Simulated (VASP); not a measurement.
Runs of VASP 6.6.1 on Mo2Ru3. The structure is that of space group P-6m2 (No. 187), or close to it. The cells are those of the table. 

```tsv
task	cell	k mesh	cutoff (eV)	smearing	gap on the mesh (eV)	pressure (GPa)	largest force (eV/Å)
single point	a = 2.815, b = 2.815, c = 22.182 Å, angles 90.0, 90.0, 120.0°, 10 atoms	6 × 6 × 1	520	gaussian 0.1 eV	none	-10.5	0.57
relaxation of cell and atoms	relaxed from a = 2.815, b = 2.815, c = 22.182 Å, angles 90.0, 90.0, 120.0°, 10 atoms	6 × 6 × 1	600	gaussian 0.1 eV	none	0.1	0.03
single point	a = 2.755, b = 2.755, c = 22.175 Å, angles 90.0, 90.0, 120.0°, 10 atoms	6 × 6 × 1	520	gaussian 0.1 eV	none	0.2	0.01
single point	a = 2.761, b = 2.761, c = 22.074 Å, angles 90.0, 90.0, 120.0°, 10 atoms	12 × 12 × 1	520	gaussian 0.2 eV	none	(a)	(b)
```

Alike in all rows: level PBE; potentials or basis VASP PAW PBE potentials, release 64 (Mo_sv, Ru_pv); no spin polarisation.

Task: Fill in the values left out.

Result: (a) 0.3; (b) 0.07.

Caveats: some runs use coarse meshes.

A k mesh can miss the band edges, and the runs leave out spin-orbit coupling on Mo, Ru.

A gap of «none» marks levels without a gap at the run's occupations.
